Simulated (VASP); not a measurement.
## K: single point with PBEsol+D3(BJ)

Crystal: K.

```xyz
2
Lattice="3.9366 0.0000 0.0000 -1.9683 3.4092 0.0000 0.0000 0.0000 6.3773" Properties=species:S:1:pos:R:3 pbc="T T T"
K     0.0000    2.2728    1.5943
K     1.9683    1.1364    4.7830
```

This isn't the form of K at room conditions, which is bcc.

```
Program             : VASP 6.6.1
Task                : single point
Functional          : PBEsol
Dispersion          : D3(BJ)
Potentials or basis : VASP PAW PBE potentials, release 64 (K_sv)
Cutoff              : 520 eV
k mesh              : 10 × 10 × 5
Occupations         : fermi-dirac, width 0.05 eV
Spin                : no spin polarisation
```

```yaml
Pressure: 4.0 GPa
Band_gap_on_the_k_mesh: zero (bands 9 and 10 overlap by 2.26 eV)
Dispersion_energy_per_atom: -0.215 eV
```

Levels at points of the mesh, in eV from the Fermi level:
| k point | band 6 | band 7 | band 8 | band 9 | band 10 | band 11 | band 12 | band 13 |
| --- | --- | --- | --- | --- | --- | --- | --- | --- |
| (0.00, 0.00, 0.00) | -15.29 | -15.29 | -15.29 | -3.02 | 0.17 | 1.02 | 4.38 | 4.38 |
| (0.50, 0.00, 0.00) | -15.43 | -15.38 | -15.34 | 0.11 | 0.37 | 1.28 | 1.73 | 2.90 |

It took 46 s on 1 thread of Intel(R) Xeon(R) Platinum 8488C (Sapphire Rapids), on a shared host, peak memory 0.22 GiB.

Caveat: three body term missing; the cell stands under pressure; the PAW data sets were made with another functional, which shifts forces and pressure a little.
